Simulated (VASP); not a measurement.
Wanted: the native input for a VASP 6.6.1 run.

* Task: single point
* Functional: PBE
* Potentials or basis: VASP PAW PBE potentials, release 64 (Zr_sv, F)
* Cutoff: 520 eV
* k mesh: 6 × 6 × 2
* Occupations: gaussian, width 0.1 eV
* Spin: no spin polarisation
* Dipole correction: no
* Further INCAR settings: ALGO = Normal; EDIFF = 1e-07; NBANDS = 40

The structure of Zr2F lies in POSCAR:

```
Zr2F
1.0
    3.1913073550      0.0000000000      0.0000000000
    0.0000000000      3.1913073550      0.0000000000
    0.0000000000      0.0000000000      9.2030403994
Zr F
4 2
Direct
    0.0000000000      0.5000000000      0.1250000000
    0.0000000000      0.5000000000      0.6250000000
    0.5000000000      0.0000000000      0.3750000000
    0.5000000000      0.0000000000      0.8750000000
    0.0000000000      0.0000000000      0.0000000000
    0.5000000000      0.5000000000      0.5000000000
```

The input as run:

INCAR

```
  ALGO = Normal
  EDIFF = 1E-7
  ENCUT = 520
  GGA = PE
  ISIF = 2
  ISMEAR = 0
  LASPH = True
  LCHARG = False
  LREAL = False
  LWAVE = False
  NBANDS = 40
  NELM = 60
  PREC = Accurate
  SIGMA = 0.1
```

KPOINTS

```
k-points
0
Gamma
  6 6 2
```

Potentials or basis: VASP PAW PBE potentials, release 64 (Zr_sv, F).

Launch:

```sh
$ cat potpaw_PBE.64/Zr_sv/POTCAR potpaw_PBE.64/F/POTCAR > POTCAR
$ mpirun -np 1 vasp_std > vasp.out
```

Results of the run:

The pressure is 44.7 GPa, the largest force is 4.901 eV/Å and the band gap on the k mesh is zero (band 31 reaches 11.95 eV, above the bottom of band 32 at 9.85 eV).

Caveat: forces of over 1 eV/Å act on the atoms, so gaps and moduli don't describe the material at rest.

It took 83 s on 1 thread of Oxide Virtual Turin-like Processor, on a shared host, peak memory 0.18 GiB.
